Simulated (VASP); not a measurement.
The system is ZnSe (ke600).

```
CELL_PARAMETERS angstrom
0.00000 2.83244 2.83244
2.83244 0.00000 2.83244
2.83244 2.83244 0.00000
ATOMIC_POSITIONS crystal
Zn 0.00000 0.00000 0.00000
Se 0.25000 0.25000 0.25000
```

- Program: VASP 6.6.1
- Task: relaxation of cell and atoms
- Functional: LDA
- Potentials or basis: VASP PAW LDA potentials, release 64 (Zn, Se)
- Cutoff: 600 eV
- k mesh: 8 × 8 × 8
- Occupations: gaussian, width 0.02 eV
- Spin: no spin polarisation

At the start: pressure -3.0 GPa; volume 22.72 Å³/atom.

Where does the relaxation end?

Over 12 steps the energy falls by 10.4 meV/atom and the volume is 21.67 Å³/atom (-4.6 %); space group F-43m (No. 216, to 0.05 Å).

The path:
```tsv
step	energy change (eV)	largest force (eV/Å)	pressure (GPa)	volume (Å³)
1	0.0000	0.0000	-3.05	45.45
2	-0.0183	0.0000	1.16	42.66
3	-0.0208	0.0000	-0.16	43.35
4	-0.0207	0.0000	0.11	43.26
5	-0.0208	0.0000	0.02	43.35
6	-0.0208	0.0000	-0.06	43.37
7	-0.0208	0.0000	0.02	43.36
8	-0.0208	0.0000	-0.03	43.36
9	-0.0208	0.0000	-0.02	43.36
10	-0.0208	0.0000	0.03	43.34
11	-0.0208	0.0000	-0.03	43.35
12	-0.0208	0.0000	0.00	43.35
```

Final structure:
```
Zn Se
1.0
     0.00000    2.78814    2.78814
     2.78814    0.00000    2.78814
     2.78814    2.78814    0.00000
Zn Se
1 1
Direct
  0.00000 0.00000 0.00000
  0.25000 0.25000 0.25000
```
